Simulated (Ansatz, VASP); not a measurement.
BN: VASP beside Ansatz

```xyz
4
Lattice="2.5539 0.0000 0.0000 -1.2770 2.2118 0.0000 0.0000 0.0000 4.2269" Properties=species:S:1:pos:R:3 pbc="T T T"
B     1.2770    0.7373    4.2257
B     0.0000    1.4745    2.1123
N     1.2770    0.7373    2.6430
N     0.0000    1.4745    0.5295
```

Alike in both runs: task single point; functional PBE; k mesh 9 × 9 × 4; occupations gaussian, width 0.1 eV; no spin polarisation.

|  | VASP | Ansatz |
| --- | --- | --- |
| version | VASP 6.6.1 | Ansatz 0.2.0 |
| potentials or method | VASP PAW PBE potentials, release 64 (B, N), cutoff 600 eV | scalar-relativistic, plane waves, PAW |
| valence electrons in the cell | 16 | 16 |

Ansatz gave:

```
gap on the k mesh at the Fermi level (eV)                     : 5.21
least direct gap on the mesh (eV)                             : 8.23
pressure (GPa)                                                : -0.2
traceless stress, the component that is largest in VASP (GPa) : -0.47
rms of the force components (eV/Å)                            : 0.010
```

Which values does VASP return?

gap on the k mesh at the Fermi level (eV): 5.20; least direct gap on the mesh (eV): 8.22; pressure (GPa): -0.1; traceless stress, the component that is largest in VASP (GPa): -0.52; rms of the force components (eV/Å): 0.009.

Atom by atom the forces differ by 0.002 eV/Å (rms over components).
